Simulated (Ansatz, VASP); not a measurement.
**KTaO3 in VASP and in Ansatz**

```
K Ta O
1.0
     4.04294    0.00000    0.00000
     0.00000    4.04294    0.00000
     0.00000    0.00000    3.88122
K Ta O
1 1 3
Direct
  0.50000 0.50000 0.50000
  0.00000 0.00000 0.00000
  0.50000 0.00000 0.00000
  0.00000 0.50000 0.00000
  0.00000 0.00000 0.50000
```

Alike in both runs: task single point; functional PBEsol; k mesh 8 × 8 × 8; occupations gaussian, width 0.05 eV; no spin polarisation.

|  | VASP | Ansatz |
| --- | --- | --- |
| version | VASP 6.6.1 | Ansatz 0.2.0 |
| potentials or method | VASP PAW PBE potentials, release 64 (K_sv, Ta_pv, O), cutoff 520 eV | scalar-relativistic, plane waves, PAW |
| valence electrons in the cell | 38 | 40 |

Ansatz gave:

```
gap on the k mesh at the Fermi level (eV)                     : 2.05
least direct gap on the mesh (eV)                             : 2.66
pressure (GPa)                                                : 0.2
traceless stress, the component that is largest in VASP (GPa) : 10.76
```

Task: Which values does VASP return?

Result: gap on the k mesh at the Fermi level (eV): 2.01; least direct gap on the mesh (eV): 2.62; pressure (GPa): 0.9; traceless stress, the component that is largest in VASP (GPa): 10.97.

VASP's potentials were made for PBE, not for PBEsol. VASP's potentials hold 38 valence electrons a cell and Ansatz's 40, so a difference there can come from the potentials and not from the codes.

Neither program's run includes spin-orbit coupling.
